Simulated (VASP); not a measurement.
Set up this calculation in VASP 6.6.1, as the native input.

```
Task                   : single point
Functional             : PBEsol
Potentials or basis    : VASP PAW PBE potentials, release 64 (Au)
Cutoff                 : 520 eV
k mesh                 : 24 × 24 × 12
Occupations            : gaussian, width 0.15 eV
Spin                   : no spin polarisation
Dipole correction      : no
Further INCAR settings : ALGO = Fast; EDIFF = 1e-06; NBANDS = 18
```

The structure of Au lies in POSCAR:

```
Au
1.0
    2.9368198740      0.0000000000      0.0000000000
   -1.4684099370      2.5433606173      0.0000000000
    0.0000000000      0.0000000000      4.6708135634
Au
2
Direct
    0.3333333333      0.6666666667      0.7500000000
    0.6666666667      0.3333333333      0.2500000000
```

This isn't the form of Au at room conditions, which is fcc.

This cell differs from its parent crystal: strain +0.025 along x and y, -0.025 along z.

These files were run (other wordings do the same):

INCAR

```
SYSTEM = Au
ALGO = Fast ; EDIFF = 1E-6
ENCUT = 520 ; GGA = PS
ISIF = 2 ; ISMEAR = 0
LASPH = .TRUE. ; LCHARG = .TRUE.
LELF = .TRUE. ; LREAL = .FALSE.
LVHAR = .TRUE. ; LWAVE = .FALSE.
NBANDS = 18 ; NELM = 60
PREC = Accurate ; SIGMA = 0.15
```

KPOINTS

```
k-points
0
G
  24 24 12
  0 0 0
```

Potentials or basis: VASP PAW PBE potentials, release 64 (Au).

Command:

```console
$ cat potpaw_PBE.64/Au/POTCAR > POTCAR
$ mpirun -np 1 vasp_std > vasp.out
```

It gave:

| Item | Value |
| --- | --- |
| Pressure | -3.8 GPa |
| Band gap on the k mesh | zero (bands 11 and 12 overlap by 6.66 eV) |

Caveat: the cell differs from its parent crystal (strain +0.025 along x and y, -0.025 along z); the cell stands under tension; the PAW data sets were made with another functional, which shifts forces and pressure a little; spin-orbit coupling is left out, which moves the levels of the heavy elements.

It took 110 s on 1 thread of AMD EPYC 9R45 96-Core Processor (Zen 5), on a shared host, peak memory 0.3 GiB.
